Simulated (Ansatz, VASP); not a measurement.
**Si in VASP and in Ansatz**

```
Si
1.0
     3.97493    0.00000    0.00000
    -1.98746    3.44239    0.00000
     0.00000    0.00000    4.50969
Si
3
Direct
  0.22540 0.00000 0.33333
  0.00000 0.22540 0.66667
  0.77460 0.77460 0.00000
```

Alike in both runs: task relaxation of cell and atoms; functional r2SCAN; k mesh 6 × 6 × 4; occupations gaussian, width 0.1 eV; no spin polarisation.

|  | VASP | Ansatz |
| --- | --- | --- |
| version | VASP 6.6.1 | Ansatz 0.2.0 |
| potentials or method | VASP PAW PBE potentials, release 64 (Si), cutoff 600 eV | scalar-relativistic, plane waves, PAW |
| valence electrons in the cell | 12 | 12 |

|  | VASP | Ansatz | Ansatz less VASP |
| --- | --- | --- | --- |
| gap on the k mesh at the Fermi level, each at its own relaxed structure (eV) | none | none | - |
| relaxed volume (Å³/atom) | 16.10 | 16.09 | -0.013 |
| relaxed length of the cell vector where the two differ most in proportion (Å) | 4.397 | 4.405 | +0.0079 |

VASP's potentials were made for PBE, not for r2SCAN. A gap of «none» marks a metal or a gap that the smearing closes.

Noted on VASP's run: the volume moved by over 15 % at a fixed basis, so the end points are rough.
